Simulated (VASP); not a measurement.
Input of a VASP 6.6.1 run:

Contents of INCAR:

```
  ALGO = Normal
  EDIFF = 1E-6
  EDIFFG = -0.002
  ENCUT = 520
  IBRION = 2
  ISIF = 2
  ISMEAR = 0
  LASPH = T
  LCHARG = F
  LREAL = F
  LWAVE = F
  NELM = 60
  NSW = 50
  PREC = Accurate
  SIGMA = 0.01
```

KPOINTS

```
k-points
0
Gamma
  6 6 6
```

File POSCAR:

```
KI
1.0
    0.0170573808      3.4200048531      3.4200048531
    3.4200048531      0.0170573808      3.4200048531
    3.4200048531      3.4200048531      0.0170573808
K I
1 1
Direct
    0.0000000000      0.0000000000      0.0000000000
    0.5000000000      0.5000000000      0.5000000000
```

Potentials or basis: VASP PAW LDA potentials, release 64 (K_sv, I).

The run is started by

```sh
$ cat potpaw_LDA.64/K_sv/POTCAR potpaw_LDA.64/I/POTCAR > POTCAR
$ mpirun -np 1 vasp_std > vasp.out
```

(1) Estimate the band gap on the k mesh.

Results:

(1) 3.87 eV, direct.

Caveat: the cell differs from its parent crystal (equal xy, yz and zx engineering shears of +0.5 %); the relaxation stopped at its first step, so nothing moved; spin-orbit coupling is left out, which moves the levels of the heavy elements.
